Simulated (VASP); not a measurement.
# Rh (P6_3/mmc) in VASP: notebook, part 2 of 2

VASP 6.6.1.

### 5 Single point, revPBE (volume scaled by 1.04)

INCAR reads:

```
ALGO = Normal
EDIFF = 1E-6
ENCUT = 520
GGA = RE
ISIF = 2
ISMEAR = -1
LASPH = True
LCHARG = True
LELF = True
LREAL = False
LVHAR = True
LWAVE = False
NBANDS = 22
NELM = 60
PREC = Accurate
SIGMA = 0.1
```

KPOINTS reads:

```
k-points
0
Gamma
  15 15 8
```

POSCAR reads:

```
Rh
1.0
    2.7738756701      0.0000000000      0.0000000000
   -1.3869378350      2.4022467972      0.0000000000
    0.0000000000      0.0000000000      4.4689473277
Rh
2
Direct
    0.3333333333      0.6666666667      0.2500000000
    0.6666666667      0.3333333333      0.7500000000
```

Potentials or basis: VASP PAW PBE potentials, release 64 (Rh_pv).

Launch:

```sh
> cat potpaw_PBE.64/Rh_pv/POTCAR > POTCAR
> mpirun -np 1 vasp_std > vasp.out
```

OUTCAR:

```text
EDIFF = 1E-6
   ENCUT = 520
   GGA = RE
   ISIF = 2
   ISMEAR = -1
   LASPH = True
   LREAL = False
   NELM = 60
   PREC = Accurate

 ion  position               nearest neighbor table
   1  0.333  0.667  0.250-   2 2.75   2 2.75   2 2.75   2 2.75   2 2.75   2 2.75
   2  0.667  0.333  0.750-   1 2.75   1 2.75   1 2.75   1 2.75   1 2.75   1 2.75

  LATTYP: Found a hexagonal cell.
 ALAT       =     2.7738756701
 C/A-ratio  =     1.6110842227

  Lattice vectors:

 A1 = (   2.7738756701,   0.0000000000,   0.0000000000)
 A2 = (  -1.3869378350,   2.4022467972,   0.0000000000)
 A3 = (   0.0000000000,   0.0000000000,   4.4689473277)

Analysis of symmetry for initial positions (statically):
=====================================================================
 Subroutine PRICEL returns:
 Original cell was already a primitive cell.

 Routine SETGRP: Setting up the symmetry group for a
 hexagonal supercell.

 Subroutine GETGRP returns: Found 24 space group operations
 (whereof 12 operations were pure point group operations)
 out of a pool of 24 trial point group operations.

The static configuration has the point symmetry D_3d.
 The point group associated with its full space group is D_6h.

Analysis of symmetry for dynamics (positions and initial velocities):
=====================================================================
 Subroutine PRICEL returns:
 Original cell was already a primitive cell.

 Routine SETGRP: Setting up the symmetry group for a
 hexagonal supercell.

 Subroutine GETGRP returns: Found 24 space group operations
 (whereof 12 operations were pure point group operations)
 out of a pool of 24 trial point group operations.

The dynamic configuration has the point symmetry D_3d.
[... 105 lines left out ...]
   NFREE  =      0    steps in history (QN), initial steepest desc. (CG)
   ISIF   =      2    stress and relaxation
   ISYM   =      2    0-nonsym 1-usesym 2-fastsym
   POTIM  = 0.5000    time-step for ionic-motion
   TEBEG  =    0.0;   TEEND  =   0.0 temperature during run
   PSTRESS=    0.0 pullay stress
   NELECT =      30.0000    total number of electrons
   NUPDOWN=      -1.0000    fix difference up-down
   EMIN   =  10.00;   EMAX   =-10.00  energy-range for DOS
   EFERMI =   0.00;   METHOD = LEGACY
   ISMEAR =    -1;   SIGMA  =   0.10  broadening in eV -4-tet -1-fermi 0-gaus
   EFERMI_NEDOS =   21; number of points for ismear=-14 and -15
   IALGO  =     38    algorithm
   IMIX   =      4    mixing-type and parameters
     AMIX     =   0.40;   BMIX     =  1.00
     AMIX_MAG =   1.60;   BMIX_MAG =  1.00
  volume/ion in A,a.u.               =      14.89       100.48
  Fermi-wavevector in a.u.,A,eV,Ry     =   1.641139  3.101303 36.645066  2.693336
  Thomas-Fermi vector in A             =   2.731659
   LORBIT       =      0    0 simple, 1 ext, 2 COOP (PROOUT), +10 PAW based schemes
   GGA     = RE    functional components
   LHFCALC =     F    Hartree Fock is set to
   AEXX    =    0.0000 exact exchange contribution
   IVDW    =     0    specifies the selected vdW correction
   LEPSILON=     F    determine dielectric tensor
   LRPA    =     F    only Hartree local field effects (RPA)
 non-spin polarized calculation
  energy-cutoff  :      520.00
  volume of cell :       29.78
 maximum number of plane-waves:       814
 NGX is ok and might be reduce to    24
   NGX = 11   NGY = 11   NGZ = 17

 number of electron      30.0000002 magnetization

 Free energy of the ion-electron system (eV)
  ---------------------------------------------------
  ext. energy  EPLUGINS =         0.00000000
  ---------------------------------------------------
  free energy    TOTEN  =       -13.45508802 eV

  energy without entropy =      -13.32924140  energy(sigma->0) =      -13.39216471

 E-fermi :  10.6348     XC(G=0): -13.4469

 val. band max:       10.6242941984   @ k =   0.4667   0.0000   0.2500
 cond. band min:      10.6354096588   @ k =   0.4000   0.2000   0.2500
 fundamental gap:      0.0111154604
 Fermi energy:        10.6347760841

 k-point     1 :       0.0000    0.0000    0.0000
  band No.  band energies     occupation
      1     -36.2395      2.00000
      2     -35.7385      2.00000
      3     -35.7385      2.00000
      4     -35.6671      2.00000
      5     -35.6544      2.00000
      6     -35.6544      2.00000
[... 589 lines left out ...]
     21      22.3641      0.00000
     22      24.4622      0.00000

 [... further k-points ...]
[... 5 lines left out ...]
  --------------------------------------------------------------------------------------
  -------------------------------------------------------------------------------------
  Total       -1.5283360     -1.5283360     -1.6165276     -0.0000000      0.0000000      0.0000000
  in kB      -82.2279712    -82.2279712    -86.9728793     -0.0000000      0.0000000      0.0000000
  external PRESSURE =     -83.8096072 kB  Pullay stress =       0.0000000 kB

 VOLUME and BASIS-vectors are now :
 -----------------------------------------------------------------------------
  energy-cutoff  :      520.00
  volume of cell :       29.78
      direct lattice vectors                 reciprocal lattice vectors
     2.773875670  0.000000000  0.000000000     0.360506425  0.208138481  0.000000000
    -1.386937835  2.402246797  0.000000000     0.000000000  0.416276963  0.000000000
     0.000000000  0.000000000  4.468947328     0.000000000  0.000000000  0.223766343

 POSITION                                       TOTAL-FORCE (eV/Angst)
 -----------------------------------------------------------------------------------
     -0.00000      1.60150      1.11724         0.000000      0.000000      0.000000
      1.38694      0.80075      3.35171        -0.000000     -0.000000      0.000000
 -----------------------------------------------------------------------------------
    total drift:                                0.000000     -0.000000      0.000000

  FREE ENERGIE OF THE ION-ELECTRON SYSTEM (eV)
  ---------------------------------------------------
  free  energy   TOTEN  =       -13.4550880226 eV

  energy  without entropy=      -13.3292414016  energy(sigma->0) =      -13.39216471
```

Wall time 25 s (1 thread of Intel Xeon 6975P-C (Granite Rapids), shared host); peak memory 0.2 GiB.

What came out:

```yaml
Free_energy: -13.4551 eV
Pressure: -8.4 GPa
Band_gap_on_the_k_mesh: zero (band 15 reaches 11.19 eV, above the bottom of band 16 at 9.16 eV)
```

Stress tensor (GPa, compression positive):
```
-8.22  0.00  0.00
 0.00 -8.22  0.00
 0.00  0.00 -8.70
```

Levels at points of the mesh, in eV from the Fermi level:
| k point | band 12 | band 13 | band 14 | band 15 | band 16 | band 17 | band 18 | band 19 |
| --- | --- | --- | --- | --- | --- | --- | --- | --- |
| (0.00, 0.00, 0.00) | -2.19 | -2.19 | -1.70 | -1.70 | 0.13 | 0.13 | 0.89 | 7.96 |
| (0.00, 0.00, 0.50) | -2.76 | -2.76 | -2.76 | -0.38 | -0.38 | -0.38 | -0.38 | 14.51 |

Caveat: the PAW data sets were made with another functional, which shifts forces and pressure a little.

### 6 Single point, revPBE (volume scaled by 1.08)

INCAR reads:

```
ALGO     = Normal         # electronic algorithm
EDIFF    = 1E-6           # SCF threshold, eV
ENCUT    = 520            # plane-wave cutoff, eV
GGA      = RE             # functional
ISIF     = 2              # what is computed and relaxed
ISMEAR   = -1             # smearing method
LASPH    = T              # aspherical terms in the spheres
LCHARG   = F              # write CHGCAR
LREAL    = F              # projectors in reciprocal space
LWAVE    = F              # write WAVECAR
NBANDS   = 22             # bands
NELM     = 100            # most SCF steps
PREC     = Accurate       # precision mode
SIGMA    = 0.1            # smearing width, eV
```

KPOINTS is that of step 5.

POSCAR reads:

```
Rh
1.0
    2.8089917482      0.0000000000      0.0000000000
   -1.4044958741      2.4326582130      0.0000000000
    0.0000000000      0.0000000000      4.5255222872
Rh
2
Direct
    0.3333333333      0.6666666667      0.2500000000
    0.6666666667      0.3333333333      0.7500000000
```

Potentials or basis: VASP PAW PBE potentials, release 64 (Rh_pv).

Launch:

```sh
> cat potpaw_PBE.64/Rh_pv/POTCAR > POTCAR
> mpirun -np 1 vasp_std > vasp.out
```

It took 23 s on 1 thread of Intel Xeon 6975P-C (Granite Rapids), shared host; peak memory 0.2 GiB.

It converged, with:

```
Free energy            : -13.3718 eV
Pressure               : -14.9 GPa
Band gap on the k mesh : zero (band 15 reaches 10.53 eV, above the bottom of band 16 at 8.62 eV)
```

Stress tensor (GPa, compression positive):
```
-14.67   0.00   0.00
  0.00 -14.67   0.00
  0.00   0.00 -15.34
```

Levels at points of the mesh, in eV from the Fermi level:
```tsv
k point	band 12	band 13	band 14	band 15	band 16	band 17	band 18	band 19
(0.00, 0.00, 0.00)	-2.06	-2.06	-1.60	-1.60	0.12	0.12	0.95	7.63
(0.00, 0.00, 0.50)	-2.60	-2.60	-2.60	-0.36	-0.36	-0.36	-0.36	14.27
```

Caveat: the PAW data sets were made with another functional, which shifts forces and pressure a little.

### 7 The runs side by side

```tsv
cell	gap on the mesh (eV)	pressure (GPa)
a = 2.663, b = 2.663, c = 4.290 Å, angles 90.0, 90.0, 120.0°, 2 atoms	none	24.8
a = 2.701, b = 2.701, c = 4.351 Å, angles 90.0, 90.0, 120.0°, 2 atoms	none	10.9
a = 2.738, b = 2.738, c = 4.411 Å, angles 90.0, 90.0, 120.0°, 2 atoms	none	0.0
a = 2.774, b = 2.774, c = 4.469 Å, angles 90.0, 90.0, 120.0°, 2 atoms	none	-8.4
a = 2.809, b = 2.809, c = 4.526 Å, angles 90.0, 90.0, 120.0°, 2 atoms	none	-14.9
```

Alike in all rows: task single point; level revPBE; potentials or basis VASP PAW PBE potentials, release 64 (Rh_pv); no spin polarisation; k mesh 15 × 15 × 8; cutoff (eV) 520; smearing fermi-dirac 0.1 eV.

Caveats: the PAW data sets were made with another functional, which shifts forces and pressure a little.

Total energies depend on the potentials used, so only differences within one code and one set of settings carry meaning.
